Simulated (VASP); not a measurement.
IrRh2:

```
Ir Rh
1.0
     2.69113    0.00000    0.00000
    -1.34557    2.33059    0.00000
     0.00000    0.00000    6.59190
Ir Rh
1 2
Cartesian
  0.0000 0.0000 3.2959
  1.3456 0.7769 5.4932
  0.0000 1.5537 1.0987
```

* Program: VASP 6.6.1
* Task: relaxation of cell and atoms
* Functional: PBE
* Potentials or basis: VASP PAW PBE potentials, release 64 (Ir, Rh_pv)
* Cutoff: 600 eV
* k mesh: 6 × 6 × 4
* Occupations: gaussian, width 0.1 eV
* Spin: no spin polarisation

At the start: pressure 9.6 GPa; volume 13.78 Å³/atom.

Task: Where does the relaxation end?

Result: Over 7 steps the energy falls by 14.0 meV/atom and the volume is 14.22 Å³/atom (+3.2 %); space group P-3m1 (No. 164, to 0.05 Å).

The path:
| step | energy change (eV) | largest force (eV/Å) | pressure (GPa) | volume (Å³) |
| --- | --- | --- | --- | --- |
| 1 | 0.0000 | 0.1374 | 9.63 | 41.34 |
| 2 | 0.2210 | 0.2092 | -19.74 | 46.50 |
| 3 | -0.0403 | 0.1505 | -0.53 | 42.72 |
| 4 | -0.0404 | 0.1500 | -0.23 | 42.67 |
| 5 | -0.0417 | 0.0284 | 0.14 | 42.63 |
| 6 | -0.0418 | 0.0546 | 0.06 | 42.64 |
| 7 | -0.0421 | 0.0013 | -0.04 | 42.66 |

Final structure:
```
Ir Rh
1.0
     2.72661    0.00000    0.00000
    -1.36331    2.36132    0.00000
     0.00000    0.00000    6.62644
Ir Rh
1 2
Direct
  0.00000 0.00000 0.50000
  0.66667 0.33333 0.83183
  0.33333 0.66667 0.16817
```

Caveat: the k points lie up to 0.44 Å⁻¹ apart in the final cell.
